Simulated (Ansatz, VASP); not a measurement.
**Two plane-wave programs on CaF2**

The input INCAR:

```
PREC = Accurate ; ENCUT = 600
EDIFF = 1E-6 ; ISMEAR = 0
SIGMA = 0.01 ; LREAL = False
LASPH = True ; NELM = 120
ALGO = Normal ; ISIF = 2
LWAVE = False ; LCHARG = True
LELF = True ; LVHAR = True
NBANDS = 19 ; GGA_COMPAT = False
```

File KPOINTS:

```
Automatic mesh
0
Gamma
  6 6 6
```

Contents of POSCAR:

```
CaF2
1.0
    0.0000000000      2.7550629139      2.7550629139
    2.7550629139      0.0000000000      2.7550629139
    2.7550629139      2.7550629139      0.0000000000
Ca F
1 2
Direct
    0.0000000000      0.0000000000      0.0000000000
    0.2500000000      0.2500000000      0.2500000000
    0.7500000000      0.7500000000      0.7500000000
```

Input for Ansatz:

```yaml
crystal:
  lattice:
    - [0.0, 2.7550629138776337, 2.7550629138776337]
    - [2.7550629138776337, 0.0, 2.7550629138776337]
    - [2.7550629138776337, 2.7550629138776337, 0.0]
  atoms:
    - { symbol: Ca, position: [0.0, 0.0, 0.0] }
    - { symbol: F, position: [0.25, 0.25, 0.25] }
    - { symbol: F, position: [0.75, 0.75, 0.75] }
basis:
  ecutwfc: 517.016338673772
kpoints:
  mp_grid:
    grid: [6, 6, 6]
hamiltonian:
  xc: lda
  pseudopotentials:
    kind: paw
scf:
  occupations:
    method: fixed
output:
  stress: true
```

Alike in both runs: task single point; functional LDA; k mesh 6 × 6 × 6; no spin polarisation.

```csv
,VASP,Ansatz
version,VASP 6.6.1,Ansatz 0.2.0
potentials or method,"VASP PAW LDA potentials, release 64 (Ca_sv, F), cutoff 600 eV","plane waves, PAW"
occupations,"gaussian, width 0.01 eV",fixed
valence electrons in the cell,24,24
```

|  | VASP | Ansatz | Ansatz less VASP |
| --- | --- | --- | --- |
| pressure (GPa) | -8.0 | -8.2 | -0.23 |

LDA's correlation is that of Perdew and Zunger in VASP and of Perdew and Wang (1992) in Ansatz.
